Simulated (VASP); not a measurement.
# Ca (Fm-3m) in VASP: a series of runs, part 2 of 2

VASP 6.6.1. The steps go on from the part before.

## Step 4: Single point, r2SCAN

POSCAR reads:

```
Ca
1.0
    0.0000000000      2.7835023068      2.7835023068
    2.7835023068      0.0000000000      2.7835023068
    2.7835023068      2.7835023068      0.0000000000
Ca
1
Direct
    0.0000000000      0.0000000000      0.0000000000
```

INCAR.step1 reads:

```
SYSTEM = Ca
ALGO = Normal ; EDIFF = 1E-4
ENCUT = 520 ; GGA = PE
ISMEAR = 1 ; LASPH = .TRUE.
LCHARG = .FALSE. ; LREAL = .FALSE.
LWAVE = .TRUE. ; NBANDS = 11
NELM = 60 ; PREC = Accurate
SIGMA = 0.1
```

INCAR.step2 reads:

```
SYSTEM = Ca
ALGO = Normal ; EDIFF = 1E-6
ENCUT = 520 ; ISIF = 2
ISMEAR = 1 ; ISTART = 1
LASPH = .TRUE. ; LCHARG = .TRUE.
LELF = .TRUE. ; LMIXTAU = .TRUE.
LREAL = .FALSE. ; LVHAR = .TRUE.
LWAVE = .FALSE. ; METAGGA = R2SCAN
NBANDS = 11 ; NELM = 60
PREC = Accurate ; SIGMA = 0.1
```

KPOINTS reads:

```
k-points
0
G
  10 10 10
  0 0 0
```

Potentials or basis: VASP PAW PBE potentials, release 64 (Ca_sv).

Command:

```console
> cat potpaw_PBE.64/Ca_sv/POTCAR > POTCAR
> cp INCAR.step1 INCAR
> mpirun -np 1 vasp_std > vasp.out
> cp INCAR.step2 INCAR
> mpirun -np 1 vasp_std > vasp.out
```

OUTCAR:

```text
SYSTEM = Ca
   EDIFF = 1E-6
   ENCUT = 520
   ISIF = 2
   ISMEAR = 1
   ISTART = 1
   LASPH = .TRUE.
   LREAL = .FALSE.
   METAGGA = R2SCAN
   NELM = 60
   PREC = Accurate

 ion  position               nearest neighbor table
   1  0.000  0.000  0.000-

  LATTYP: Found a face centered cubic cell.
 ALAT       =     5.5670046136

  Lattice vectors:

 A1 = (   0.0000000000,   2.7835023068,   2.7835023068)
 A2 = (   2.7835023068,   0.0000000000,   2.7835023068)
 A3 = (   2.7835023068,   2.7835023068,   0.0000000000)

Analysis of symmetry for initial positions (statically):
=====================================================================
 Subroutine PRICEL returns:
 Original cell was already a primitive cell.

 Routine SETGRP: Setting up the symmetry group for a
 face centered cubic supercell.

 Subroutine GETGRP returns: Found 48 space group operations
 (whereof 48 operations were pure point group operations)
 out of a pool of 48 trial point group operations.

The static configuration has the point symmetry O_h .

[... 165 lines left out ...]

 k-point     1 :       0.0000    0.0000    0.0000
  band No.  band energies     occupation
      1     -41.9231      2.00000
      2     -21.9537      2.00000
      3     -21.9537      2.00000
      4     -21.9536      2.00000
      5      -2.3369      2.00000
      6       4.5867      0.00000
      7       4.5868      0.00000
      8       4.5868      0.00000
      9       5.6858      0.00000
     10       5.6858      0.00000
     11      11.4197      0.00000
[... 309 lines left out ...]
 k-point    24 :       0.4000    0.3000    0.0000
  band No.  band energies     occupation
      1     -41.9092      2.00000
      2     -22.0566      2.00000
      3     -21.9956      2.00000
      4     -21.9913      2.00000
      5       0.3086      2.00000
      6       2.9478     -0.00000
      7       3.5859     -0.00000
      8       5.5494      0.00000
      9       5.8597      0.00000
     10       6.3329      0.00000
     11       8.9611      0.00000

 [... further k-points ...]

------------------------ aborting loop because EDIFF is reached ----------------------------------------

  FORCE on cell =-STRESS in cart. coord.  units (eV):
  Direction    XX          YY          ZZ          XY          YZ          ZX
  --------------------------------------------------------------------------------------
  -------------------------------------------------------------------------------------
  Total        0.0052738      0.0052738      0.0052738      0.0000000      0.0000000      0.0000000
  in kB        0.1958983      0.1958983      0.1958983      0.0000000      0.0000000      0.0000000
  external PRESSURE =       0.1958983 kB  Pullay stress =       0.0000000 kB

 VOLUME and BASIS-vectors are now :
 -----------------------------------------------------------------------------
  energy-cutoff  :      520.00
  volume of cell :       43.13
      direct lattice vectors                 reciprocal lattice vectors
     0.000000000  2.783502307  2.783502307    -0.179629813  0.179629813  0.179629813
     2.783502307  0.000000000  2.783502307     0.179629813 -0.179629813  0.179629813
     2.783502307  2.783502307  0.000000000     0.179629813  0.179629813 -0.179629813

 POSITION                                       TOTAL-FORCE (eV/Angst)
 -----------------------------------------------------------------------------------
      0.00000      0.00000      0.00000        -0.000000     -0.000000      0.000000
 -----------------------------------------------------------------------------------
    total drift:                               -0.000000     -0.000000      0.000000

  FREE ENERGIE OF THE ION-ELECTRON SYSTEM (eV)
  ---------------------------------------------------
  free  energy   TOTEN  =        -7.0349598389 eV

  energy  without entropy=       -7.0349152936  energy(sigma->0) =       -7.03494499
```

It took 46 s on 1 thread of Intel Xeon 6975P-C (Granite Rapids), shared host; peak memory 0.17 GiB.

Results:

```
Free energy            : -7.0350 eV
Pressure               : 0.0 GPa
Band gap on the k mesh : zero (bands 5 and 6 overlap by 0.48 eV)
```

Levels at points of the mesh, in eV from the Fermi level:
| k point | band 1 | band 2 | band 3 | band 4 | band 5 | band 6 | band 7 | band 8 | band 9 | band 10 |
| --- | --- | --- | --- | --- | --- | --- | --- | --- | --- | --- |
| (0.00, 0.00, 0.00) | -43.86 | -23.89 | -23.89 | -23.89 | -4.27 | 2.65 | 2.65 | 2.65 | 3.75 | 3.75 |
| (0.50, 0.00, 0.00) | -43.85 | -24.03 | -23.91 | -23.91 | -0.97 | -0.32 | 2.51 | 2.51 | 4.45 | 4.45 |
| (0.50, 0.50, 0.00) | -43.84 | -24.02 | -23.94 | -23.94 | -0.41 | 0.74 | 0.87 | 4.44 | 4.64 | 4.64 |

Caveat: the PAW data sets were made with another functional, which shifts forces and pressure a little.

## Step 5: Overview

| smearing | gap on the mesh (eV) | pressure (GPa) |
| --- | --- | --- |
| methfessel-paxton 0.01 eV | none | 0.0 |
| methfessel-paxton 0.03 eV | none | 0.0 |
| methfessel-paxton 0.1 eV | none | 0.0 |

Alike in all rows: task single point; level r2SCAN; potentials or basis VASP PAW PBE potentials, release 64 (Ca_sv); no spin polarisation; cell as given; k mesh 10 × 10 × 10; cutoff (eV) 520.

Caveats: the PAW data sets were made with another functional, which shifts forces and pressure a little.

Absolute energies hang on the potentials; compare differences alone.
